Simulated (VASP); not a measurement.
# CdS3 (P6/mmm) in VASP: further runs

CdS3 is run at these levels: PBE; tasks: single point.

Program: VASP 6.6.1. These are calculated values, not measurements. Logs are shortened: lines on timing, memory, paths and dates and some standing lists are left out, and cuts for length are marked.

## (1) The cell of the first run

Symmetry: P6/mmm, No. 191, hexagonal system. Conventional cell: a = 4.777 Å, b = 4.777 Å, c = 4.958 Å, α = 90.00°, β = 90.00°, γ = 120.00°. Within 3.3 Å of Cd (site symmetry 6/mmm) lie 8 S at 2.48 to 2.76 Å. Within 3.3 Å of S (site symmetry 6/mmm) lie 2 Cd at 2.48 Å. Within 3.6 Å of S (site symmetry -6m2) lie 3 S at 2.76 Å and 3 Cd at 2.76 Å.

## (2) Single point, PBE

The input, INCAR:

```
PREC = Accurate
ENCUT = 500
EDIFF = 1E-6
ISMEAR = 0
SIGMA = 0.1
LREAL = F
LASPH = T
NELM = 120
ALGO = Normal
ISIF = 2
LWAVE = F
LCHARG = F
GGA = PE
NBANDS = 23
GGA_COMPAT = F
```

The input, KPOINTS:

```
regular mesh
0
Gamma
  6 6 2
```

The input, POSCAR:

```
CdS3
1.0
    4.7771131977      0.0000000000      0.0000000000
   -2.3885565989      4.1371013860      0.0000000000
    0.0000000000      0.0000000000      4.9575536870
Cd S
1 3
Direct
    0.0000000000      0.0000000000      0.5000000000
    0.0000000000      0.0000000000      0.0000000000
    0.3333333333      0.6666666667      0.5000000000
    0.6666666667      0.3333333333      0.5000000000
```

Potentials or basis: VASP PAW PBE potentials, release 64 (Cd, S).

Started as:

```bash
$ cat potpaw_PBE.64/Cd/POTCAR potpaw_PBE.64/S/POTCAR > POTCAR
$ mpirun -np 1 vasp_std > vasp.out
```

OUTCAR:

```text
PREC = Accurate
   ENCUT = 500
   EDIFF = 1E-6
   ISMEAR = 0
   LREAL = F
   LASPH = T
   NELM = 120
   ISIF = 2
   GGA = PE

 ion  position               nearest neighbor table
   1  0.000  0.000  0.500-   2 2.48   2 2.48   4 2.76   3 2.76   4 2.76   3 2.76   4 2.76   3 2.76

   2  0.000  0.000  0.000-   1 2.48   1 2.48
   3  0.333  0.667  0.500-   4 2.76   1 2.76   4 2.76   1 2.76   1 2.76   4 2.76
   4  0.667  0.333  0.500-   3 2.76   1 2.76   3 2.76   1 2.76   1 2.76   3 2.76

  LATTYP: Found a hexagonal cell.
 ALAT       =     4.7771131977
 C/A-ratio  =     1.0377718680

  Lattice vectors:

 A1 = (   4.7771131977,   0.0000000000,   0.0000000000)
 A2 = (  -2.3885565989,   4.1371013860,   0.0000000000)
 A3 = (   0.0000000000,   0.0000000000,   4.9575536870)

Analysis of symmetry for initial positions (statically):
=====================================================================
 Subroutine PRICEL returns:
 Original cell was already a primitive cell.

 Routine SETGRP: Setting up the symmetry group for a
 hexagonal supercell.

 Subroutine GETGRP returns: Found 24 space group operations
 (whereof 24 operations were pure point group operations)
 out of a pool of 24 trial point group operations.

The static configuration has the point symmetry D_6h.

Analysis of symmetry for dynamics (positions and initial velocities):
=====================================================================
 Subroutine PRICEL returns:
 Original cell was already a primitive cell.

 Routine SETGRP: Setting up the symmetry group for a
 hexagonal supercell.

 Subroutine GETGRP returns: Found 24 space group operations
 (whereof 24 operations were pure point group operations)
 out of a pool of 24 trial point group operations.

The dynamic configuration has the point symmetry D_6h.

 Subroutine INISYM returns: Found 24 space group operations
 (whereof 24 operations are pure point group operations),
 and found     1 'primitive' translations

----------------------------------------------------------------------------------------

                                     Primitive cell

  volume of cell :      97.9781

  direct lattice vectors                    reciprocal lattice vectors
     4.777113198  0.000000000  0.000000000     0.209331443  0.120857565  0.000000000
    -2.388556599  4.137101386  0.000000000     0.000000000  0.241715130  0.000000000
     0.000000000  0.000000000  4.957553687     0.000000000  0.000000000  0.201712389

  length of vectors
     4.777113198  4.777113198  4.957553687     0.241715130  0.241715130  0.201712389

  position of ions in fractional coordinates (direct lattice)
     0.000000000  0.000000000  0.500000000
     0.000000000  0.000000000  0.000000000
     0.333333333  0.666666667  0.500000000
     0.666666667  0.333333333  0.500000000

  ion indices of the primitive-cell ions
   primitive index   ion index
                 1           1
                 2           2
                 3           3
                 4           4

----------------------------------------------------------------------------------------

 KPOINTS: regular mesh

Automatic generation of k-mesh.
 Grid dimensions read from file:
 generate k-points for:    6    6    2

 Generating k-lattice:

  Cartesian coordinates                     Fractional coordinates (reciprocal lattice)
     0.034888574  0.020142928  0.000000000     0.166666667  0.000000000  0.000000000
     0.000000000  0.040285855  0.000000000     0.000000000  0.166666667  0.000000000
     0.000000000  0.000000000  0.100856195     0.000000000  0.000000000  0.500000000

  Length of vectors
     0.040285855  0.040285855  0.100856195

  Shift w.r.t. Gamma in fractional coordinates (k-lattice)
     0.000000000  0.000000000  0.000000000

 Subroutine IBZKPT returns following result:
 ===========================================

 Found     14 irreducible k-points:

 Following reciprocal coordinates:
            Coordinates               Weight
  0.000000  0.000000  0.000000      1.000000
  0.166667 -0.000000  0.000000      6.000000
  0.333333 -0.000000  0.000000      6.000000
  0.500000 -0.000000  0.000000      3.000000
  0.166667  0.166667  0.000000      6.000000
  0.333333  0.166667  0.000000     12.000000
  0.333333  0.333333  0.000000      2.000000
  0.000000  0.000000  0.500000      1.000000
  0.166667 -0.000000  0.500000      6.000000
  0.333333 -0.000000  0.500000      6.000000
  0.500000 -0.000000  0.500000      3.000000
  0.166667  0.166667  0.500000      6.000000
  0.333333  0.166667  0.500000     12.000000
  0.333333  0.333333  0.500000      2.000000
   k-points           NKPTS =     14   k-points in BZ     NKDIM =     14   number of bands    NBANDS=     23
   number of dos      NEDOS =    301   number of ions     NIONS =      4
   total plane-waves  NPLWV =  46656
   dimension x,y,z NGX =    36 NGY =   36 NGZ =   36
   dimension x,y,z NGXF=    72 NGYF=   72 NGZF=   72
   ions per type =               1   3
   NGX,Y,Z   is equivalent  to a cutoff of  12.53, 12.53, 12.07 a.u.
   NGXF,Y,Z  is equivalent  to a cutoff of  25.06, 25.06, 24.14 a.u.
 SYSTEM =  unknown system
   PREC   = accura    normal or accurate (medium, high low for compatibility)
   ISTART =      0    job   : 0-new  1-cont  2-samecut
   ICHARG =      2    charge: 1-file 2-atom 10-const
   ISPIN  =      1    spin polarized calculation?
   LNONCOLLINEAR =      F non collinear calculations
   LSORBIT =      F    spin-orbit coupling
   LASPH  =      T    aspherical Exc in radial PAW
   ENCUT  =  500.0 eV  36.75 Ry    6.06 a.u.   8.71  8.71  9.04*2*pi/ulx,y,z
   NELM   =    120;   NELMIN=  2; NELMDL= -5     # of ELM steps
   EDIFF  = 0.1E-05   stopping-criterion for ELM
   LREAL  =      F    real-space projection
   EDIFFG = 0.1E-04   stopping-criterion for IOM
   NSW    =      0    number of steps for IOM
   IBRION =     -1    ionic relax: 0-MD 1-quasi-New 2-CG
   NFREE  =      0    steps in history (QN), initial steepest desc. (CG)
   ISIF   =      2    stress and relaxation
   ISYM   =      2    0-nonsym 1-usesym 2-fastsym
   POTIM  = 0.5000    time-step for ionic-motion
   TEBEG  =    0.0;   TEEND  =   0.0 temperature during run
   PSTRESS=    0.0 pullay stress
   NELECT =      30.0000    total number of electrons
   NUPDOWN=      -1.0000    fix difference up-down
   EMIN   =  10.00;   EMAX   =-10.00  energy-range for DOS
   EFERMI =   0.00;   METHOD = LEGACY
   ISMEAR =     0;   SIGMA  =   0.10  broadening in eV -4-tet -1-fermi 0-gaus
   EFERMI_NEDOS =   21; number of points for ismear=-14 and -15
   IALGO  =     38    algorithm
   IMIX   =      4    mixing-type and parameters
     AMIX     =   0.40;   BMIX     =  1.00
     AMIX_MAG =   1.60;   BMIX_MAG =  1.00
  volume/ion in A,a.u.               =      24.49       165.30
  Fermi-wavevector in a.u.,A,eV,Ry     =   1.103415  2.085152 16.565428  1.217525
  Thomas-Fermi vector in A             =   2.239873
   LORBIT       =      0    0 simple, 1 ext, 2 COOP (PROOUT), +10 PAW based schemes
   GGA     = PE    functional components
   LHFCALC =     F    Hartree Fock is set to
   AEXX    =    0.0000 exact exchange contribution
   IVDW    =     0    specifies the selected vdW correction
   LEPSILON=     F    determine dielectric tensor
   LRPA    =     F    only Hartree local field effects (RPA)
 non-spin polarized calculation
 Gauss-broadening in eV      SIGMA  =   0.10
  energy-cutoff  :      500.00
  volume of cell :       97.98
 maximum number of plane-waves:      2508
 NGX is ok and might be reduce to    36
   NGX = 17   NGY = 17   NGZ = 19

 number of electron      30.0000000 magnetization

 Free energy of the ion-electron system (eV)
  ---------------------------------------------------
  ext. energy  EPLUGINS =         0.00000000
  ---------------------------------------------------
  free energy    TOTEN  =       -10.14898775 eV

  energy without entropy =      -10.11778864  energy(sigma->0) =      -10.13338820

 E-fermi :   1.5336     XC(G=0):  -9.0037

 val. band max:        1.5113407204   @ k =   0.1667   0.1667   0.5000
 cond. band min:       1.5521210795   @ k =   0.1667   0.1667   0.5000
 fundamental gap:      0.0407803591
 Fermi energy:         1.5335799521

 k-point     1 :       0.0000    0.0000    0.0000
  band No.  band energies     occupation
      1     -12.2014      2.00000
      2     -10.1186      2.00000
      3      -8.6278      2.00000
      4      -6.8123      2.00000
      5      -6.8123      2.00000
      6      -6.3293      2.00000
[... 15 lines left out ...]
     22      11.2184      0.00000
     23      11.2356      0.00000

 k-point     2 :       0.1667   -0.0000    0.0000
  band No.  band energies     occupation
      1     -12.0305      2.00000
      2     -10.1210      2.00000
      3      -9.0777      2.00000
      4      -6.7496      2.00000
      5      -6.4578      2.00000
      6      -6.3441      2.00000
[... 15 lines left out ...]
     22      10.2706      0.00000
     23      10.8657      0.00000

 k-point     3 :       0.3333   -0.0000    0.0000
  band No.  band energies     occupation
      1     -11.5614      2.00000
      2     -10.1614      2.00000
      3      -9.8184      2.00000
      4      -6.6088      2.00000
      5      -6.3722      2.00000
      6      -6.3349      2.00000
[... 15 lines left out ...]
     22       9.4292      0.00000
     23      10.3631      0.00000
[... 235 lines left out ...]
 k-point    13 :       0.3333    0.1667    0.5000
  band No.  band energies     occupation
      1     -11.1279      2.00000
      2     -10.2479      2.00000
      3      -9.6266      2.00000
      4      -6.9898      2.00000
      5      -6.5008      2.00000
      6      -6.4357      2.00000
[... 15 lines left out ...]
     22      10.4897      0.00000
     23      11.0420      0.00000

 k-point    14 :       0.3333    0.3333    0.5000
  band No.  band energies     occupation
      1     -10.6832      2.00000
      2     -10.6832      2.00000
      3      -9.6166      2.00000
      4      -7.0233      2.00000
      5      -6.4197      2.00000
      6      -6.4197      2.00000
[... 15 lines left out ...]
     22      11.1950      0.00000
     23      11.8739      0.00000

------------------------ aborting loop because EDIFF is reached ----------------------------------------

  FORCE on cell =-STRESS in cart. coord.  units (eV):
  Direction    XX          YY          ZZ          XY          YZ          ZX
  --------------------------------------------------------------------------------------
  -------------------------------------------------------------------------------------
  Total        0.1177694      0.1177694      0.2737542     -0.0000000      0.0000000      0.0000000
  in kB        1.9258124      1.9258124      4.4765370     -0.0000000      0.0000000      0.0000000
  external PRESSURE =       2.7760540 kB  Pullay stress =       0.0000000 kB

 VOLUME and BASIS-vectors are now :
 -----------------------------------------------------------------------------
  energy-cutoff  :      500.00
  volume of cell :       97.98
      direct lattice vectors                 reciprocal lattice vectors
     4.777113198  0.000000000  0.000000000     0.209331443  0.120857565  0.000000000
    -2.388556599  4.137101386  0.000000000     0.000000000  0.241715130  0.000000000
     0.000000000  0.000000000  4.957553687     0.000000000  0.000000000  0.201712389

 POSITION                                       TOTAL-FORCE (eV/Angst)
 -----------------------------------------------------------------------------------
      0.00000      0.00000      2.47878         0.000000      0.000000      0.000000
      0.00000      0.00000      0.00000         0.000000      0.000000      0.000000
     -0.00000      2.75807      2.47878        -0.000000      0.000000     -0.000000
      2.38856      1.37903      2.47878         0.000000     -0.000000      0.000000
 -----------------------------------------------------------------------------------
    total drift:                                0.000000     -0.000000     -0.000000

  FREE ENERGIE OF THE ION-ELECTRON SYSTEM (eV)
  ---------------------------------------------------
  free  energy   TOTEN  =       -10.1489877532 eV

  energy  without entropy=      -10.1177886420  energy(sigma->0) =      -10.13338820
```

Wall time 22 s (1 thread of Intel Xeon Platinum 8488C (Sapphire Rapids), shared host); peak memory 0.2 GiB.

What came out:

- Free energy: -10.1490 eV
- Pressure: 0.3 GPa
- Band gap on the k mesh: zero (band 15 reaches 1.82 eV, above the bottom of band 16 at 1.18 eV)

Stress tensor (GPa, compression positive):
```
0.19 0.00 0.00
0.00 0.19 0.00
0.00 0.00 0.45
```

Caveat: the k points lie up to 0.63 Å⁻¹ apart.

(Part 1 of 2 ends here.)
